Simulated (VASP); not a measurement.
# Au (I4/mmm) in VASP: a series of runs, part 2 of 2

VASP 6.6.1. Earlier steps stand in the parts before.

## (3) Single point, r2SCAN (strain -0.030 along x and y, +0.015 along z)

POSCAR reads:

```
Au
1.0
    0.0000000000      1.9841350000      2.0761825000
    1.9841350000      0.0000000000      2.0761825000
    1.9841350000      1.9841350000      0.0000000000
Au
1
Direct
    0.0000000000      0.0000000000      0.0000000000
```

INCAR.step1 reads:

```
PREC = Accurate
ENCUT = 520
ISMEAR = 0
SIGMA = 0.15
LREAL = False
LASPH = True
NELM = 80
NBANDS = 12
GGA = PE
ALGO = Normal
EDIFF = 1E-4
LWAVE = True
LCHARG = False
```

INCAR.step2 reads:

```
PREC = Accurate
ENCUT = 520
EDIFF = 1E-6
ISMEAR = 0
SIGMA = 0.15
LREAL = False
LASPH = True
NELM = 80
ALGO = Normal
ISIF = 2
LWAVE = False
LCHARG = False
METAGGA = R2SCAN
LMIXTAU = True
NBANDS = 12
ISTART = 1
```

KPOINTS reads:

```
regular mesh
0
Gamma
  20 20 20
```

Potentials or basis: VASP PAW PBE potentials, release 64 (Au).

Launch:

```bash
$ cat potpaw_PBE.64/Au/POTCAR > POTCAR
$ cp INCAR.step1 INCAR
$ mpirun -np 1 vasp_std > vasp.out
$ cp INCAR.step2 INCAR
$ mpirun -np 1 vasp_std > vasp.out
```

OUTCAR:

```text
PREC = Accurate
   ENCUT = 520
   EDIFF = 1E-6
   ISMEAR = 0
   LREAL = False
   LASPH = True
   NELM = 80
   ISIF = 2
   METAGGA = R2SCAN
   ISTART = 1

 ion  position               nearest neighbor table
   1  0.000  0.000  0.000-

  LATTYP: Found a body centered tetragonal cell.
 ALAT       =     2.8059906266
 C/A-ratio  =     1.4798214081

  Lattice vectors:

 A1 = (  -1.9841350000,   0.0000000000,   2.0761825000)
 A2 = (   1.9841350000,   0.0000000000,   2.0761825000)
 A3 = (   0.0000000000,   1.9841350000,  -2.0761825000)

Analysis of symmetry for initial positions (statically):
=====================================================================
 Subroutine PRICEL returns:
 Original cell was already a primitive cell.

 Routine SETGRP: Setting up the symmetry group for a
 body centered tetragonal supercell.

 Subroutine GETGRP returns: Found 16 space group operations
 (whereof 16 operations were pure point group operations)
 out of a pool of 16 trial point group operations.

The static configuration has the point symmetry D_4h.

Analysis of symmetry for dynamics (positions and initial velocities):
[... 170 lines left out ...]
      4       5.0068      2.00000
      5       6.2403      2.00000
      6       6.7377      2.00000
      7      25.3220      0.00000
      8      29.0939      0.00000
      9      29.9334      0.00000
     10      29.9334      0.00000
     11      35.1195      0.00000
     12      39.7070      0.00000
[... 331 lines left out ...]
 k-point    24 :      -0.3500    0.0500    0.0000
  band No.  band energies     occupation
      1       2.0869      2.00000
      2       4.7091      2.00000
      3       5.1765      2.00000
      4       6.1755      2.00000
      5       7.1949      2.00000
      6       7.9335      2.00000
      7      17.1708      0.00000
      8      25.2733      0.00000
      9      28.3023      0.00000
     10      30.5922      0.00000
     11      34.5223      0.00000
     12      36.1596      0.00000

 [... further k-points ...]

------------------------ aborting loop because EDIFF is reached ----------------------------------------

  FORCE on cell =-STRESS in cart. coord.  units (eV):
  Direction    XX          YY          ZZ          XY          YZ          ZX
  --------------------------------------------------------------------------------------
  -------------------------------------------------------------------------------------
  Total        1.4934160      1.4934160      1.2863671      0.0000000     -0.0000000      0.0000000
  in kB      146.3704570    146.3704570    126.0774880      0.0000000     -0.0000000      0.0000000
  external PRESSURE =     139.6061340 kB  Pullay stress =       0.0000000 kB

 VOLUME and BASIS-vectors are now :
 -----------------------------------------------------------------------------
  energy-cutoff  :      520.00
  volume of cell :       16.35
      direct lattice vectors                 reciprocal lattice vectors
     0.000000000  1.984135000  2.076182500    -0.251998982  0.251998982  0.240826613
     1.984135000  0.000000000  2.076182500     0.251998982 -0.251998982  0.240826613
     1.984135000  1.984135000  0.000000000     0.251998982  0.251998982 -0.240826613

 POSITION                                       TOTAL-FORCE (eV/Angst)
 -----------------------------------------------------------------------------------
      0.00000      0.00000      0.00000        -0.000000      0.000000      0.000000
 -----------------------------------------------------------------------------------
    total drift:                               -0.000000      0.000000     -0.000000

  FREE ENERGIE OF THE ION-ELECTRON SYSTEM (eV)
  ---------------------------------------------------
  free  energy   TOTEN  =       -50.5452846048 eV

  energy  without entropy=      -50.5423270315  energy(sigma->0) =      -50.54380582
```

OUTCAR.step1:

```text
PREC = Accurate
   ENCUT = 520
   ISMEAR = 0
   LREAL = False
   LASPH = True
   NELM = 80
[... 576 lines left out ...]

 POSITION                                       TOTAL-FORCE (eV/Angst)
 -----------------------------------------------------------------------------------
      0.00000      0.00000      0.00000        -0.000000      0.000000      0.000000
 -----------------------------------------------------------------------------------
    total drift:                               -0.000000      0.000000      0.000000

  FREE ENERGIE OF THE ION-ELECTRON SYSTEM (eV)
  ---------------------------------------------------
  free  energy   TOTEN  =        -3.1416935122 eV

  energy  without entropy=       -3.1384249570  energy(sigma->0) =       -3.14005923
```

OSZICAR.step1:

```text
N       E                     dE             d eps       ncg     rms          rms(c)
DAV:   1     0.501778813370E+02    0.50178E+02   -0.56425E+03 15936   0.821E+02
DAV:   2    -0.271789657688E+01   -0.52896E+02   -0.50146E+02 18084   0.190E+02
DAV:   3    -0.340768379573E+01   -0.68979E+00   -0.68895E+00 18660   0.209E+01
DAV:   4    -0.340995208009E+01   -0.22683E-02   -0.22682E-02 18332   0.138E+00
DAV:   5    -0.340996790161E+01   -0.15822E-04   -0.15820E-04 18864   0.109E-01    0.107E+01
DAV:   6    -0.316643731076E+01    0.24353E+00   -0.60293E-01 16756   0.641E+00    0.666E+00
DAV:   7    -0.314420186222E+01    0.22235E-01   -0.77262E-02 18320   0.230E+00    0.286E+00
DAV:   8    -0.314170822807E+01    0.24936E-02   -0.26962E-03 17088   0.451E-01    0.275E-01
DAV:   9    -0.314169351220E+01    0.14716E-04   -0.12570E-05 11644   0.335E-02
   1 F= -.31416935E+01 E0= -.31400592E+01  d E =-.326856E-02
```

Run time: 3.3 min. Hardware: 1 thread of Intel Xeon 8259CL, shared host; peak memory 0.25 GiB.

Results:

- Free energy: -50.5453 eV
- Pressure: 14.0 GPa
- Band gap on the k mesh: zero (an odd number of electrons rules out a gap without spin polarisation)

Levels at points of the mesh, in eV from the Fermi level:
```
           k point  band 4  band 5  band 6  band 7  band 8  band 9
(0.00, 0.00, 0.00)   -5.07   -3.83   -3.34   15.25   19.02   19.86
(0.50, 0.00, 0.00)   -2.33   -2.13   -1.04    3.40   14.61   17.84
(0.50, 0.50, 0.00)   -1.89   -1.89    0.50    5.58   11.19   11.19
(0.50, 0.00, 0.50)   -2.05   -1.66    1.30    6.74   10.31   10.40
```

Caveat: the cell differs from its parent crystal (strain -0.030 along x and y, +0.015 along z); the cell stands under pressure; the PAW data sets were made with another functional, which shifts forces and pressure a little; spin-orbit coupling is left out, which moves the levels of the heavy elements.

## (4) Single point, r2SCAN (strain -0.030 along x and y, +0.030 along z)

POSCAR reads:

```
Au
1.0
    0.0000000000      1.9841350000      2.1068650000
    1.9841350000      0.0000000000      2.1068650000
    1.9841350000      1.9841350000      0.0000000000
Au
1
Direct
    0.0000000000      0.0000000000      0.0000000000
```

INCAR.step1 reads:

```
SYSTEM = Au
PREC     = Accurate       ! precision mode
ENCUT    = 520            ! plane-wave cutoff, eV
ISMEAR   = 0              ! smearing method
SIGMA    = 0.15           ! smearing width, eV
LREAL    = .False.        ! projectors in reciprocal space
LASPH    = .True.         ! aspherical terms in the spheres
NELM     = 80             ! most SCF steps
NBANDS   = 12             ! bands
GGA      = PE             ! functional
ALGO     = Normal         ! electronic algorithm
EDIFF    = 1E-4           ! SCF threshold, eV
LWAVE    = .True.         ! write WAVECAR
LCHARG   = .False.        ! write CHGCAR
```

INCAR.step2 reads:

```
SYSTEM = Au
PREC     = Accurate       ! precision mode
ENCUT    = 520            ! plane-wave cutoff, eV
EDIFF    = 1E-6           ! SCF threshold, eV
ISMEAR   = 0              ! smearing method
SIGMA    = 0.15           ! smearing width, eV
LREAL    = .False.        ! projectors in reciprocal space
LASPH    = .True.         ! aspherical terms in the spheres
NELM     = 80             ! most SCF steps
ALGO     = Normal         ! electronic algorithm
ISIF     = 2              ! what is computed and relaxed
LWAVE    = .False.        ! write WAVECAR
LCHARG   = .False.        ! write CHGCAR
METAGGA  = R2SCAN         ! meta-GGA
LMIXTAU  = .True.       
NBANDS   = 12             ! bands
ISTART   = 1
```

KPOINTS reads:

```
Automatic mesh
0
Gamma
  20 20 20
  0 0 0
```

Launch:

```bash
$ cat potpaw_PBE.64/Au/POTCAR > POTCAR
$ cp INCAR.step1 INCAR
$ mpirun -np 1 vasp_std > vasp.out
$ cp INCAR.step2 INCAR
$ mpirun -np 1 vasp_std > vasp.out
```

It took 3.6 min on 1 thread of Intel Xeon 8259CL, shared host; peak memory 0.25 GiB.

Results (log left out):

| Item | Value |
| --- | --- |
| Free energy | -50.5616 eV |
| Pressure | 10.8 GPa |
| Band gap on the k mesh | zero (an odd number of electrons rules out a gap without spin polarisation) |

Stress tensor (GPa, compression positive):
```
11.65  0.00  0.00
 0.00 11.65  0.00
 0.00  0.00  8.99
```

Levels at points of the mesh, in eV from the Fermi level:
```tsv
k point	band 3	band 4	band 5	band 6	band 7	band 8	band 9	band 10
(0.00, 0.00, 0.00)	-4.95	-4.95	-3.89	-3.24	15.28	18.79	19.85	19.85
(0.50, 0.00, 0.00)	-4.94	-2.37	-2.12	-0.98	3.30	14.52	17.65	18.82
(0.50, 0.50, 0.00)	-2.27	-1.92	-1.92	0.37	5.20	11.32	11.32	19.01
(0.50, 0.00, 0.50)	-2.34	-2.13	-1.62	1.42	6.72	10.17	10.27	18.08
```

Caveat: the cell differs from its parent crystal (strain -0.030 along x and y, +0.030 along z); the cell stands under pressure; the PAW data sets were made with another functional, which shifts forces and pressure a little; spin-orbit coupling is left out, which moves the levels of the heavy elements.

## (5) Summary

```tsv
cell	gap on the mesh (eV)	pressure (GPa)
a = 2.828, b = 2.828, c = 2.849 Å, angles 59.7, 59.7, 60.5°, 1 atom	none	17.4
a = 2.872, b = 2.872, c = 2.806 Å, angles 60.8, 60.8, 58.5°, 1 atom	none	14.0
a = 2.894, b = 2.894, c = 2.806 Å, angles 61.0, 61.0, 58.0°, 1 atom	none	10.8
```

Alike in all rows: task single point; level r2SCAN; potentials or basis VASP PAW PBE potentials, release 64 (Au); no spin polarisation; k mesh 20 × 20 × 20; cutoff (eV) 520; smearing gaussian 0.15 eV.

Caveats: the cell stands under pressure; the PAW data sets were made with another functional, which shifts forces and pressure a little; spin-orbit coupling is left out, which moves the levels of the heavy elements.

Total energies depend on the potentials used, so only differences within one code and one set of settings carry meaning.
